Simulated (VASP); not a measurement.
Set up this calculation in VASP 6.6.1, as the native input.

* Task: single point
* Functional: PBE
* Potentials or basis: VASP PAW PBE potentials, release 64 (Al, N)
* Cutoff: 520 eV
* k mesh: 8 × 8 × 5
* Occupations: gaussian, width 0.01 eV
* Spin: no spin polarisation
* Dipole correction: no
* Further INCAR settings: ALGO = Normal; EDIFF = 1e-07; NBANDS = 16

The structure of AlN lies in POSCAR:

```
AlN
1.0
    3.1285880000      0.0000000000      0.0000000000
   -1.5642940000      2.7094370000      0.0000000000
    0.0000000000      0.0000000000      5.0169550000
Al N
2 2
Direct
    0.6666670000      0.3333330000      0.4992870000
    0.3333330000      0.6666670000      0.9992870000
    0.6666670000      0.3333330000      0.8807130000
    0.3333330000      0.6666670000      0.3807130000
```

These files were run (other wordings do the same):

INCAR

```
SYSTEM = AlN
PREC = Accurate
ENCUT = 520
EDIFF = 1E-7
ISMEAR = 0
SIGMA = 0.01
LREAL = .False.
LASPH = .True.
NELM = 100
ALGO = Normal
ISIF = 2
LWAVE = .False.
LCHARG = .False.
GGA = PE
NBANDS = 16
```

KPOINTS

```
regular mesh
0
Gamma
  8 8 5
  0 0 0
```

Potentials or basis: VASP PAW PBE potentials, release 64 (Al, N).

Command:

```bash
$ cat potpaw_PBE.64/Al/POTCAR potpaw_PBE.64/N/POTCAR > POTCAR
$ mpirun -np 1 vasp_std > vasp.out
```

It gave:

```
Pressure               : 0.0 GPa
Largest force          : 0.003 eV/Å
Band gap on the k mesh : 4.06 eV, direct
```

It took 11 s on 1 thread of Intel(R) Xeon(R) Platinum 8488C (Sapphire Rapids), on a shared host, peak memory 0.13 GiB.
